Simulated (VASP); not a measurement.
AgCl: single point with PBE

Crystal: AgCl.

```xyz
2
Lattice="0.0000 2.7731 2.7731 2.7731 0.0000 2.7731 2.7731 2.7731 0.0000" Properties=species:S:1:pos:R:3 pbc="T T T"
Ag    2.7731    2.7731    2.7731
Cl   -0.0707   -0.0707    0.0000
```

This cell differs from its parent crystal: all Cl atoms moved -0.100 Å, as atom 2 along Cartesian [1 1 0].

```yaml
Program: VASP 6.6.1
Task: single point
Functional: PBE
Potentials_or_basis: VASP PAW PBE potentials, release 64 (Ag, Cl)
Cutoff: 520 eV
k_mesh: 8 × 8 × 8
Occupations: gaussian, width 0.05 eV
Spin: no spin polarisation
```

```yaml
Pressure: 1.6 GPa
Largest_force: 0.114 eV/Å
Band_gap_on_the_k_mesh: 0.90 eV, indirect (least direct gap 2.95 eV)
```

Forces in eV/Å, atoms in the order of the input:
```
Ag  -0.081 -0.081  0.000
Cl   0.081  0.081  0.000
```

Stress tensor (GPa, compression positive):
```
 1.71 -0.08  0.00
-0.08  1.71  0.00
 0.00  0.00  1.48
```

Levels at points of the mesh, in eV from the valence-band top:
| k point | band 6 | band 7 | band 8 | band 9 | band 10 | band 11 | band 12 | band 13 |
| --- | --- | --- | --- | --- | --- | --- | --- | --- |
| (0.00, 0.00, 0.00) | -2.43 | -2.17 | -2.09 | -2.04 | 0.90 | 10.76 | 10.80 | 10.85 |
| (0.50, 0.00, 0.00) | -2.09 | -1.78 | -0.04 | -0.02 | 4.26 | 6.52 | 7.68 | 7.71 |
| (0.00, 0.00, 0.50) | -2.09 | -1.77 | -0.02 | 0.00 | 4.24 | 6.52 | 7.67 | 7.68 |
| (0.50, 0.50, 0.00) | -2.14 | -1.97 | -1.97 | -1.88 | 2.38 | 7.97 | 8.62 | 11.51 |
| (0.00, 0.50, 0.50) | -2.18 | -1.97 | -1.97 | -1.88 | 2.38 | 7.99 | 8.64 | 11.52 |

Wall time 50 s on 1 thread of Intel Xeon 6975P-C (shared host), peak memory 0.21 GiB.

Caveat: the cell differs from its parent crystal (all Cl atoms moved -0.100 Å, as atom 2 along Cartesian [1 1 0]). A k mesh can miss the band edges.
